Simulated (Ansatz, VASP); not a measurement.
## ZrInS3 in VASP and in Ansatz

File INCAR:

```
SYSTEM = ZrInS3
ALGO = Normal
EDIFF = 1E-6
ENCUT = 520
GGA = PE
ISIF = 2
ISMEAR = 0
LASPH = .True.
LCHARG = .True.
LELF = .True.
LREAL = .False.
LVHAR = .True.
LWAVE = .False.
NBANDS = 30
NELM = 60
PREC = Accurate
SIGMA = 0.1
```

The input KPOINTS:

```
k-points
0
Gamma
  4 4 2
  0 0 0
```

POSCAR

```
ZrInS3
1.0
    3.9371821500      0.0000000000      0.0000000000
    0.0000000000      3.9371821500      0.0000000000
    0.0000000000      0.0000000000      8.4200164200
Zr In S
1 1 3
Direct
    0.5000000000      0.5000000000      0.0000000000
    0.5000000000      0.5000000000      0.5000000000
    0.0000000000      0.0000000000      0.2860054800
    0.0000000000      0.0000000000      0.7139945200
    0.0000000000      0.0000000000      0.5000000000
```

Input for Ansatz:

```yaml
crystal:
  lattice:
    - [3.93718215, 0.0, 0.0]
    - [0.0, 3.93718215, 0.0]
    - [0.0, 0.0, 8.42001642]
  atoms:
    - { symbol: Zr, position: [0.5, 0.5, 0.0] }
    - { symbol: In, position: [0.5, 0.5, 0.5] }
    - { symbol: S, position: [0.0, 0.0, 0.28600548] }
    - { symbol: S, position: [0.0, 0.0, 0.71399452] }
    - { symbol: S, position: [0.0, 0.0, 0.5] }
basis:
  ecutwfc: 420
kpoints:
  mp_grid: { grid: [4, 4, 2] }
hamiltonian:
  xc: pbe
scf:
  occupations: { method: gaussian, width: 0.1 }
  lower_state_search: "off"
output:
  forces: true
  stress: true
  eigenvalues: true
```

Alike in both runs: task single point; functional PBE; k mesh 4 × 4 × 2; occupations gaussian, width 0.1 eV; no spin polarisation.

|  | VASP | Ansatz |
| --- | --- | --- |
| version | VASP 6.6.1 | Ansatz 0.2.0 |
| potentials or method | VASP PAW PBE potentials, release 64 (Zr_sv, In_d, S), cutoff 520 eV | scalar-relativistic, plane waves, PAW |
| valence electrons in the cell | 43 | 43 |

VASP gave:

| Quantity | Value |
| --- | --- |
| gap on the k mesh at the Fermi level (eV) | none |
| pressure (GPa) | 8.6 |
| traceless stress, the component that is largest in VASP (GPa) | 24.58 |
| rms of the force components (eV/Å) | 3.947 |

**Question.** What did Ansatz give for the same quantities?

**Answer.** gap on the k mesh at the Fermi level (eV): none; pressure (GPa): 9.1; traceless stress, the component that is largest in VASP (GPa): 25.66; rms of the force components (eV/Å): 4.069.

Atom by atom the forces differ by 0.122 eV/Å (rms over components). A gap of «none» marks a metal or a gap that the smearing closes.

The k mesh is coarse, so the values compare programs but aren't converged.
